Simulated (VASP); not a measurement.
# ScB15N16 (a cell with a defect) in VASP: notebook, part 2 of 2

VASP 6.6.1. Earlier steps stand in the parts before.

### 3 Electric field gradients, PBE, collinear spin

Input file INCAR:

```
PREC = Accurate
ENCUT = 520
EDIFF = 1E-8
ISMEAR = -1
SIGMA = 0.01
LREAL = False
LASPH = True
NELM = 200
ALGO = Normal
ISIF = 2
LWAVE = False
LCHARG = False
ISPIN = 2
MAGMOM = 0.01 0.01 0.01 0.01 0.01 0.01 0 0.01 0.01 0.01 0.01 0.01 0 0.01 0 0.21 0 0 0 0 0 0 0 0 0.01 0 0 0 0 0 0.01 0
LORBIT = 11
NUPDOWN = 1.0
LMAXMIX = 4
GGA = PE
LEFG = True
NELECT = 137.0
NBANDS = 94
GGA_COMPAT = False
```

Input file KPOINTS:

```
Automatic mesh
0
Gamma
  2 2 2
  0.5 0.5 0.5
```

Input file POSCAR:

```
ScB15N16
1.0
   -3.6241103844      3.6241103844     -3.6241103844
    3.6241103844      3.6241103844      3.6241103844
    3.6241103844     -3.6241103844     -3.6241103844
B Sc N
15 1 16
Direct
   -0.0115590561     -0.0074345928     -0.0059406167
   -0.0001874397      0.2504541878      0.7631008980
    0.0017087802      0.5083655503      0.4965946897
   -0.0082451822      0.7475683412      0.2420205635
    0.2485549673      0.0013299279      0.7630994313
    0.2463246626      0.5083622840      0.2519685437
    0.2511625365      0.7504557921      0.0014041709
    0.5128600224      0.0013276067      0.4988136605
    0.5128695258      0.2504541573      0.2500790466
    0.4976827166      0.4995796523      0.0122319056
    0.4946544117      0.7533115499      0.7449060150
    0.7438153345     -0.0074454189      0.2386882601
    0.7477416330      0.2504432351     -0.0020021217
    0.7619539616      0.4995886595      0.7479212107
    0.7511551181      0.7504510397      0.5014086481
    0.2698419825      0.2504051231      0.5200364213
   -0.0487377805     -0.0452545144      0.2015016180
   -0.0077949235      0.2504572202      0.0048015706
    0.0117134890      0.5053885177      0.7555606097
   -0.0042926587      0.7555741731      0.5005152188
    0.2503766798     -0.0044717403      0.0070292508
    0.2476301000      0.2504577568      0.8111573739
    0.2469622721      0.5461397848      0.4972352689
    0.2502644943      0.7555720484      0.2459621761
    0.5023764431      0.0102998995      0.7526281160
    0.5609463966      0.2504579296      0.4978947834
    0.5052917541      0.5053658071      0.2619525836
    0.4905966533      0.7453455307     -0.0045886194
    0.7567758545     -0.0044768213      0.5006229865
    0.7545572123      0.2504546536      0.2424607029
    0.7425319461      0.4906077337     -0.0072073618
    0.7451503477      0.7453376317      0.7408368235
```

Potentials or basis: VASP PAW PBE potentials, release 64 (B, Sc_sv, N).

The run is started by

```console
$ cat potpaw_PBE.64/B/POTCAR potpaw_PBE.64/Sc_sv/POTCAR potpaw_PBE.64/N/POTCAR > POTCAR
$ mpirun -np 1 vasp_std > vasp.out
```

OUTCAR:

```text
PREC = Accurate
   ENCUT = 520
   EDIFF = 1E-8
   ISMEAR = -1
   LREAL = False
   LASPH = True
   NELM = 200
   ISIF = 2
   ISPIN = 2
   LORBIT = 11
   NUPDOWN = 1.0
   GGA = PE
   NELECT = 137.0

 ion  position               nearest neighbor table
   1  0.988  0.993  0.994-  17 1.48  32 1.56  18 1.59  21 1.61  16 2.70
   2  1.000  0.250  0.763-  22 1.48  18 1.53  19 1.59  29 1.59  16 2.63
   3  0.002  0.508  0.497-  23 1.48  20 1.56  30 1.59  19 1.61  16 2.70
   4  0.992  0.748  0.242-  17 1.49  31 1.58  20 1.60  24 1.60  16 2.58
   5  0.249  0.001  0.763-  22 1.49  21 1.54  20 1.60  25 1.60  16 2.53
   6  0.246  0.508  0.252-  23 1.48  24 1.56  18 1.59  27 1.61  16 2.70
   7  0.251  0.750  0.001-  28 1.53  24 1.53  19 1.53  21 1.53
   8  0.513  0.001  0.499-  26 1.49  29 1.54  24 1.60  25 1.60  16 2.53
   9  0.513  0.250  0.250-  26 1.48  30 1.53  27 1.59  21 1.59  16 2.63
  10  0.498  0.500  0.012-  22 1.49  27 1.54  28 1.60  31 1.60  16 2.53
  11  0.495  0.753  0.745-  23 1.49  25 1.58  32 1.60  28 1.60  16 2.58
  12  0.744  0.993  0.239-  17 1.48  28 1.56  30 1.59  29 1.61  16 2.70
  13  0.748  0.250  0.998-  30 1.52  18 1.52  25 1.53  31 1.53
  14  0.762  0.500  0.748-  26 1.49  19 1.54  32 1.59  31 1.60  16 2.53
  15  0.751  0.750  0.501-  32 1.53  20 1.53  29 1.53  27 1.53
  16  0.270  0.250  0.520-  26 1.88  22 1.88  17 1.96  23 1.96   8 2.53  14 2.53   5 2.53  10 2.53
                             4 2.58  11 2.58   9 2.63   2 2.63   1 2.70  12 2.70   6 2.70   3 2.70
  17  0.951  0.955  0.202-   1 1.48  12 1.48   4 1.49  16 1.96
  18  0.992  0.250  0.005-  13 1.52   2 1.53   1 1.59   6 1.59
  19  0.012  0.505  0.756-   7 1.53  14 1.54   2 1.59   3 1.61
  20  0.996  0.756  0.501-  15 1.53   3 1.56   5 1.60   4 1.60
  21  0.250  0.996  0.007-   7 1.53   5 1.54   9 1.59   1 1.61
  22  0.248  0.250  0.811-   2 1.48  10 1.49   5 1.49  16 1.88
[... 8 lines left out ...]
  31  0.743  0.491  0.993-  13 1.53   4 1.58  10 1.60  14 1.60
  32  0.745  0.745  0.741-  15 1.53   1 1.56  14 1.59  11 1.60

  LATTYP: Found a body centered cubic cell.
 ALAT       =     7.2482207688

  Lattice vectors:

 A1 = (  -3.6241103844,   3.6241103844,  -3.6241103844)
 A2 = (   3.6241103844,   3.6241103844,   3.6241103844)
 A3 = (   3.6241103844,  -3.6241103844,  -3.6241103844)

Analysis of symmetry for initial positions (statically):
[... 964 lines left out ...]

 Electric field gradients (V/A^2)
---------------------------------------------------------------------
 ion       V_xx      V_yy      V_zz      V_xy      V_xz      V_yz
---------------------------------------------------------------------
   1       0.984    -2.270     1.286     1.870     4.186    -3.042
   2       1.120     1.119    -2.239     4.306    -0.895     0.892
   3       0.984    -2.268     1.284     1.874    -4.190     3.037
   4       1.489     1.487    -2.976    -3.093    -2.611    -2.618
   5      -2.342     1.058     1.283    -0.953    -0.560    -4.481
   6      -2.268     0.983     1.285     1.866     3.038    -4.194
[... 24 lines left out ...]
  31      -1.250    -1.253     2.502   -12.810    -2.659    -2.646
  32      -1.662     3.648    -1.986     1.283    13.505    -1.928
---------------------------------------------------------------------

 Electric field gradients after diagonalization (V/A^2)
 (convention: |V_zz| > |V_xx| > |V_yy|)
----------------------------------------------------------------------
 ion       V_xx      V_yy      V_zz     asymmetry (V_yy - V_xx)/ V_zz
----------------------------------------------------------------------
   1       5.450     0.723    -6.173       0.766
   2      -4.062    -1.363     5.426       0.497
   3       5.451     0.723    -6.173       0.766
   4       4.582     1.470    -6.051       0.514
   5      -4.006    -1.656     5.662       0.415
   6       5.456     0.715    -6.172       0.768
[... 24 lines left out ...]
  31      11.559     3.312   -14.871       0.555
  32      11.706     3.892   -15.598       0.501
----------------------------------------------------------------------

           NMR quadrupolar parameters

 Cq : quadrupolar parameter    Cq=e*Q*V_zz/h
 eta: asymmetry parameters     (V_yy - V_xx)/ V_zz
 Q  : nuclear electric quadrupole moment in mb (millibarn)
----------------------------------------------------------------------
 ion       Cq(MHz)       eta       Q (mb)
----------------------------------------------------------------------
   1      -0.015       0.766       1.000
   2       0.013       0.497       1.000
   3      -0.015       0.766       1.000
   4      -0.015       0.514       1.000
   5       0.014       0.415       1.000
   6      -0.015       0.768       1.000
[... 24 lines left out ...]
  31      -0.036       0.555       1.000
  32      -0.038       0.501       1.000
----------------------------------------------------------------------

 total charge

# of ion       s       p       d       tot
------------------------------------------
    1        0.684   1.395   0.000   2.079
    2        0.689   1.414   0.000   2.103
    3        0.684   1.395   0.000   2.079
    4        0.679   1.379   0.000   2.058
    5        0.685   1.404   0.000   2.089
    6        0.684   1.395   0.000   2.079
[... 24 lines left out ...]
   31        1.223   2.748   0.000   3.971
   32        1.222   2.761   0.000   3.983
--------------------------------------------------
tot         32.318  72.307   1.939 106.565

 magnetization (x)

# of ion       s       p       d       tot
------------------------------------------
    1        0.001   0.012   0.000   0.013
    2        0.002   0.009   0.000   0.011
    3        0.001   0.012   0.000   0.013
    4        0.003   0.015   0.000   0.017
    5        0.001   0.011   0.000   0.012
    6        0.001   0.012   0.000   0.013
[... 24 lines left out ...]
   31        0.006  -0.002   0.000   0.004
   32        0.004  -0.002   0.000   0.002
--------------------------------------------------
tot          0.083   0.144   0.331   0.559
```

stdout:

```text
POSCAR found type information on POSCAR B ScN
 POSCAR found :  3 types and      32 ions
 scaLAPACK will be used
 -----------------------------------------------------------------------------
|                                                                             |
[... 118 lines left out ...]
ion  10
     0.0000257     1.1625466    -0.8651400    -0.8625512    -3.9537602    -1.3332779
     0.0000354     1.1625466    -0.8651400    -0.8625512    -3.9537602    -1.3332779
     0.0000487     1.1625466    -0.8651400    -0.8625512    -3.9537602    -1.3332779
     0.0000671     1.1625466    -0.8651400    -0.8625512    -3.9537602    -1.3332779

     0.0000257     1.6219186    -1.2014623    -1.1173425    -5.6228148    -1.6875286
     0.0000354     1.6219185    -1.2014623    -1.1173425    -5.6228146    -1.6875286
     0.0000487     1.6219185
```

Run time: 8.2 min. Hardware: 1 thread of Oxide Virtual Turin-like, shared host; peak memory 0.42 GiB.

Results:

| Property | Result |
| --- | --- |
| Free energy | -260.0331 eV |
| Largest force | 0.629 eV/Å |
| Net moment | 1.00 μB per cell |
| Site moments | B +0.01, +0.02, +0.00 (each value once); Sc +0.36; N +0.00, -0.00 (each value once) μB |
| Largest electric field gradient by atom | B -6.2, +5.4, -6.1, +5.7, -1.7, -1.8 (each value once); Sc +35.3; N -61.3, -16.2, -15.1, -15.6, -15.2, -72.6, -14.9 (each value once) V/Å² |
| Valence electrons inside the program's atomic spheres | B 2.08, 2.10, 2.06, 2.09, 2.18, 2.19 (each value once); Sc 10.70; N 4.12, 4.00, 3.99, 3.98, 4.13, 3.97 (each value once) |

Forces on the atoms (eV/Å):
```
B   -0.258  0.189  0.070
B   -0.072  0.073  0.103
B    0.256 -0.189  0.069
B   -0.321 -0.319 -0.126
B   -0.187 -0.178 -0.049
B   -0.190  0.256  0.068
B    0.001 -0.001  0.018
B   -0.179 -0.189 -0.049
B    0.071 -0.071  0.106
B    0.178  0.188 -0.047
B    0.321  0.320 -0.124
B    0.189 -0.257  0.071
B    0.001  0.002 -0.125
B    0.188  0.180 -0.055
B   -0.001  0.000  0.020
Sc   0.005 -0.003  0.629
N    0.337  0.335 -0.294
N   -0.021  0.021 -0.109
N   -0.032 -0.052  0.071
N   -0.047  0.033 -0.087
N    0.033  0.051  0.068
N   -0.151  0.151  0.225
N   -0.338 -0.335 -0.294
N    0.034 -0.047 -0.087
N   -0.197 -0.197 -0.075
N    0.149 -0.149  0.224
N   -0.049 -0.031  0.068
N   -0.034  0.048 -0.088
N    0.051  0.033  0.068
N    0.021 -0.022 -0.109
N    0.196  0.197 -0.073
N    0.048 -0.034 -0.087
```

Electric field gradients, principal values (V/Å²):
```csv
atom,least,middle,greatest (by size)
1 B,0.723,5.450,-6.173
2 B,-1.363,-4.062,5.426
3 B,0.723,5.451,-6.173
4 B,1.470,4.582,-6.051
5 B,-1.656,-4.006,5.662
6 B,0.715,5.456,-6.172
7 B,0.806,0.896,-1.702
8 B,-1.660,-4.001,5.662
9 B,-1.369,-4.062,5.431
10 B,-1.657,-4.004,5.661
11 B,1.488,4.571,-6.059
12 B,0.718,5.454,-6.172
13 B,0.476,1.302,-1.778
14 B,-1.650,-4.008,5.658
15 B,0.806,0.897,-1.703
16 Sc,-4.765,-30.548,35.312
17 N,29.170,32.120,-61.290
18 N,3.997,12.223,-16.220
19 N,3.270,11.875,-15.145
20 N,3.882,11.714,-15.596
21 N,3.280,11.872,-15.152
22 N,33.991,38.629,-72.620
23 N,29.154,32.106,-61.260
24 N,3.878,11.714,-15.592
25 N,3.316,11.564,-14.880
26 N,34.004,38.644,-72.648
27 N,3.276,11.880,-15.156
28 N,3.875,11.716,-15.591
29 N,3.281,11.870,-15.151
30 N,3.995,12.223,-16.218
31 N,3.312,11.559,-14.871
32 N,3.892,11.706,-15.598
```

Caveat: the k points lie up to 0.61 Å⁻¹ apart; the cell carries a net charge on a neutralising background, which shifts energy and pressure; without QUAD_EFG the Cq values of the log hold for a quadrupole moment of 1 mb, not for the nuclei; the total moment is fixed, so each spin has its own Fermi level and the state may be an excited one.
